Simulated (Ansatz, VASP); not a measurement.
**Tl: VASP beside Ansatz**

```xyz
1
Lattice="-1.9216 1.9216 1.9410 1.9216 -1.9216 1.9410 1.9216 1.9216 -1.9410" Properties=species:S:1:pos:R:3 pbc="T T T"
Tl    0.0000    0.0000    0.0000
```

Change from the starting cell: equal xx and yy strain of -1 %.

Alike in both runs: task single point; functional LDA; k mesh 13 × 13 × 13; occupations fermi-dirac, width 0.05 eV; no spin polarisation.

|  | VASP | Ansatz |
| --- | --- | --- |
| version | VASP 6.6.1 | Ansatz 0.2.0 |
| potentials or method | VASP PAW LDA potentials, release 64 (Tl_d), cutoff 520 eV | all-electron LAPW, scalar-relativistic |

```csv
,VASP,Ansatz,Ansatz less VASP
pressure (GPa),-1.8,-1.9,-0.04
"traceless stress, the component that is largest in VASP (GPa)",0.14,0.14,-0.002
```

LDA's correlation is that of Perdew and Zunger in VASP and of Perdew and Wang (1992) in Ansatz. Ansatz ran all-electron here, and VASP with PAW potentials.

Neither program's run includes spin-orbit coupling.
